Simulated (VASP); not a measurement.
# AlN (F-43m) in VASP: further runs, part 2 of 2

VASP 6.6.1. The steps go on from the part before.

### Step 3. Vibrations by perturbation theory, PBEsol

This run uses another cell than the first one, of 9.31 Å³/atom, 1.031 times its volume.

The input, INCAR:

```
PREC = Accurate
ENCUT = 520
EDIFF = 1E-8
ISMEAR = 0
SIGMA = 0.01
LREAL = F
LASPH = T
NELM = 60
ALGO = Normal
ISIF = 2
LWAVE = F
LCHARG = F
GGA = PS
IBRION = 8
NSW = 1
LEPSILON = T
```

The input, KPOINTS:

```
regular mesh
0
Gamma
  10 10 10
```

The input, POSCAR:

```
AlN
1.0
    0.0000000000      2.1036631343      2.1036631343
    2.1036631343      0.0000000000      2.1036631343
    2.1036631343      2.1036631343      0.0000000000
Al N
1 1
Direct
    0.0000000000      0.0000000000      0.0000000000
    0.7500000000      0.7500000000      0.7500000000
```

Potentials or basis: VASP PAW PBE potentials, release 64 (Al, N).

Launch:

```console
cat potpaw_PBE.64/Al/POTCAR potpaw_PBE.64/N/POTCAR > POTCAR
mpirun -np 1 vasp_std > vasp.out
```

OUTCAR:

```text
PREC = Accurate
   ENCUT = 520
   EDIFF = 1E-8
   ISMEAR = 0
   LREAL = F
   LASPH = T
   NELM = 60
   ISIF = 2
   GGA = PS
   IBRION = 8
   NSW = 1
   LEPSILON = T

 ion  position               nearest neighbor table
   1  0.000  0.000  0.000-   2 1.82   2 1.82   2 1.82   2 1.82
   2  0.750  0.750  0.750-   1 1.82   1 1.82   1 1.82   1 1.82

  LATTYP: Found a face centered cubic cell.
 ALAT       =     4.2073262686

  Lattice vectors:

 A1 = (   0.0000000000,   2.1036631343,   2.1036631343)
 A2 = (   2.1036631343,   0.0000000000,   2.1036631343)
 A3 = (   2.1036631343,   2.1036631343,   0.0000000000)

Analysis of symmetry for initial positions (statically):
=====================================================================
 Subroutine PRICEL returns:
 Original cell was already a primitive cell.

 Routine SETGRP: Setting up the symmetry group for a
 face centered cubic supercell.

 Subroutine GETGRP returns: Found 24 space group operations
 (whereof 24 operations were pure point group operations)
 out of a pool of 48 trial point group operations.

The static configuration has the point symmetry T_d .

Analysis of symmetry for dynamics (positions and initial velocities):
=====================================================================
 Subroutine PRICEL returns:
 Original cell was already a primitive cell.

 Routine SETGRP: Setting up the symmetry group for a
 face centered cubic supercell.

[... 522 lines left out ...]

 PIEZOELECTRIC TENSOR (including local field effects)  for field in x, y, z        (C/m^2)
          XX          YY          ZZ          XY          YZ          ZX
  --------------------------------------------------------------------------------
  x     0.00000     0.00000    -0.00000     0.00000     0.56081     0.00000
  y    -0.00000     0.00000     0.00000     0.00000     0.00000     0.56081
  z    -0.00000    -0.00000     0.00000     0.56081     0.00000     0.00000

 BORN EFFECTIVE CHARGES (including local field effects) (in |e|, cummulative output)
 ---------------------------------------------------------------------------------
 ion    1
    1     2.51703     0.00000     0.00000
    2     0.00000     2.51703    -0.00000
    3     0.00000    -0.00000     2.51703
 ion    2
    1    -2.51703     0.00000    -0.00000
    2     0.00000    -2.51703     0.00000
    3    -0.00000     0.00000    -2.51703

 INTERNAL STRAIN TENSOR FOR ION    2 for displacements in x,y,z  (eV/Angst):
          X           Y           Z          XY          YZ          ZX
  --------------------------------------------------------------------------------
  x    -0.00000     0.00000     0.00000     0.00000    16.30514     0.00000
  y     0.00000     0.00000     0.00000     0.00000     0.00000    16.30514
  z     0.00000     0.00000    -0.00000    16.30514     0.00000     0.00000

 SECOND DERIVATIVES (NOT SYMMETRIZED)
 ------------------------------------
               1X          1Y          1Z          2X          2Y          2Z
  1X   -20.135651    0.000000    0.000000   20.135651    0.000000    0.000000
  1Y     0.000000  -20.135651    0.000000    0.000000   20.135651    0.000000
  1Z     0.000000    0.000000  -20.135651    0.000000    0.000000   20.135651
  2X    20.132223    0.000000    0.000000  -20.132223    0.000000    0.000000
  2Y     0.000000   20.132223    0.000000    0.000000  -20.132223    0.000000
  2Z     0.000000    0.000000   20.132223    0.000000    0.000000  -20.132223

 Eigenvectors and eigenvalues of the dynamical matrix
 ----------------------------------------------------

   1 f  =   23.104536 THz   145.170082 2PiTHz  770.684368 cm-1    95.552641 meV
             X         Y         Z           dx          dy          dz
      0.000000  0.000000  0.000000     0.584531   -0.000000   -0.000000
      3.155495  3.155495  3.155495    -0.811372    0.000000   -0.000000
[... 21 lines left out ...]
   6 f/i=    0.000933 THz     0.005861 2PiTHz    0.031114 cm-1     0.003858 meV
             X         Y         Z           dx          dy          dz
      0.000000  0.000000  0.000000    -0.229858   -0.084145   -0.773569
      3.155495  3.155495  3.155495    -0.165595   -0.060620   -0.557297

--------------------------------------------------------------------------------------------------------

 MACROSCOPIC STATIC DIELECTRIC TENSOR IONIC CONTRIBUTION
 ------------------------------------------------------
           3.058121    -0.000000     0.000000
          -0.000000     3.058121    -0.000000
           0.000000    -0.000000     3.058121
 ------------------------------------------------------

 ELASTIC MODULI CONTR FROM IONIC RELAXATION (kBar)
 Direction    XX          YY          ZZ          XY          YZ          ZX
 --------------------------------------------------------------------------------
 XX          -0.0000      0.0000      0.0000      0.0000      0.0000      0.0000
 YY           0.0000     -0.0000      0.0000      0.0000      0.0000     -0.0000
 ZZ           0.0000      0.0000     -0.0000      0.0000      0.0000      0.0000
 XY           0.0000      0.0000      0.0000  -1092.4673      0.0000      0.0000
 YZ           0.0000      0.0000      0.0000      0.0000  -1092.4673      0.0000
 ZX           0.0000     -0.0000      0.0000      0.0000      0.0000  -1092.4673
 --------------------------------------------------------------------------------

 PIEZOELECTRIC TENSOR IONIC CONTR  for field in x, y, z        (C/m^2)
          XX          YY          ZZ          XY          YZ          ZX
  --------------------------------------------------------------------------------
  x     0.00000     0.00000     0.00000    -0.00000    -1.71990     0.00000
  y     0.00000    -0.00000    -0.00000     0.00000     0.00000    -1.71990
  z     0.00000     0.00000     0.00000    -1.71990    -0.00000     0.00000
```

OSZICAR:

```text
N       E                     dE             d eps       ncg     rms          rms(c)
DAV:   1     0.954912113313E+01    0.95491E+01   -0.42752E+03   776   0.851E+02
DAV:   2    -0.174936288680E+02   -0.27043E+02   -0.25739E+02  1024   0.151E+02
[... 142 lines left out ...]
RMM:   6    -0.240278354316E+00   -0.33264E-04   -0.39344E-07  4596   0.534E-03    0.110E-03
RMM:   7    -0.240274419079E+00    0.39352E-05   -0.48071E-08  4699   0.128E-03    0.823E-05
RMM:   8    -0.240273797106E+00    0.62197E-06    0.16667E-09  4832   0.155E-04    0.520E-05
RMM:   9    -0.240273739264E+00    0.57842E-07    0.12447E-09  4876   0.518E-05    0.313E-06
RMM:  10    -0.240273796890E+00   -0.57626E-07   -0.19289E-10  5009   0.810E-06    0.152E-06
RMM:  11    -0.240273797295E+00   -0.40493E-09    0.20965E-11  4106   0.394E-06    0.125E-07
 Linear response finished
```

stdout:

```text
POSCAR found type information on POSCAR AlN
 POSCAR found :  2 types and       2 ions
 scaLAPACK will be used
 -----------------------------------------------------------------------------
|                                                                             |
|                                                                             |
[... 39 lines left out ...]
 first order change of Fermi-energy  -0.87501E+01
 force on displaced ion       1 direction 1 : -20.136   0.000   0.000
 Born effective charge ion    1 direction 1 :   2.517   0.000   0.000
 Linear response progress:
 first order change of Fermi-energy   0.87505E+01
 force on displaced ion       2 direction 1 : -20.132  -0.000  -0.000
 Born effective charge ion    2 direction 1 :  -2.517   0.000   0.000
 Born effective charges drift removed
 Linear response finished
```

Run time: 74 s. Hardware: 1 thread of Intel Xeon Platinum 8488C (Sapphire Rapids), shared host; peak memory 0.19 GiB.

What came out:

```yaml
Electronic_dielectric_tensor_diagonal: 4.46
Born_charges_mean_of_the_diagonal: Al +2.52; N -2.52 e
Highest_phonon_frequency_at_Γ_LO-TO_splitting_left_out: 771 cm⁻¹
```

Phonon frequencies in cm⁻¹ (negative: imaginary):
| q point | frequencies |
| --- | --- |
| (0.000, 0.000, 0.000) | 0 0 0 771 771 771 |

Electronic dielectric tensor:
```
4.46 0.00 0.00
0.00 4.46 0.00
0.00 0.00 4.46
```

Born effective charge tensors (e):
atom 1, Al
```
2.52 0.00 0.00
0.00 2.52 0.00
0.00 0.00 2.52
```
atom 2, N
```
-2.52  0.00  0.00
 0.00 -2.52  0.00
 0.00  0.00 -2.52
```

Caveat: the cell wasn't relaxed at this level first, which shifts response properties; the PAW data sets were made with another functional, which shifts forces and pressure a little.

### Step 4. Elastic constants, PBEsol

This run uses another cell than the first one, of 9.71 Å³/atom, 1.075 times its volume.

The input, INCAR:

```
PREC = Accurate
ENCUT = 600
EDIFF = 1E-8
ISMEAR = 0
SIGMA = 0.01
LREAL = False
LASPH = True
NELM = 60
ALGO = Normal
ISIF = 3
LWAVE = False
LCHARG = False
GGA = PS
IBRION = 6
NFREE = 2
POTIM = 0.015
NSW = 1
```

KPOINTS is that of step 3.

The input, POSCAR:

```
AlN
1.0
    0.0000000000      2.1331009640      2.1331009640
    2.1331009640      0.0000000000      2.1331009640
    2.1331009640      2.1331009640      0.0000000000
Al N
1 1
Direct
    0.0000000000      0.0000000000      0.0000000000
    0.7500000000      0.7500000000      0.7500000000
```

Launch:

```console
cat potpaw_PBE.64/Al/POTCAR potpaw_PBE.64/N/POTCAR > POTCAR
mpirun -np 1 vasp_std > vasp.out
```

Wall time 94 s (1 thread of Intel Xeon 6975P-C (Granite Rapids), shared host); peak memory 0.23 GiB.

It converged, with:

| Property | Result |
| --- | --- |
| Elastic constants C11, C12, C44 | 329, 213, 192 GPa |
| Voigt bulk modulus | 252 GPa |
| Highest phonon frequency at Γ, LO-TO splitting left out | 728 cm⁻¹ |

Phonon frequencies in cm⁻¹ (negative: imaginary):
```
              q point        frequencies
(0.000, 0.000, 0.000)  0 0 0 728 728 728
```

Elastic tensor in Voigt notation (GPa, in the Cartesian axes of the cell as first typed):
```
329 213 213   0   0   0
213 329 213   0   0   0
213 213 329   0   0   0
  0   0   0 192   0   0
  0   0   0   0 192   0
  0   0   0   0   0 192
```

Clamped-ion elastic tensor (GPa):
```
329 213 213   0   0   0
213 329 213   0   0   0
213 213 329   0   0   0
  0   0   0 277   0   0
  0   0   0   0 277   0
  0   0   0   0   0 277
```

Caveat: the cell is under stress, which shifts elastic constants; the PAW data sets were made with another functional, which shifts forces and pressure a little.
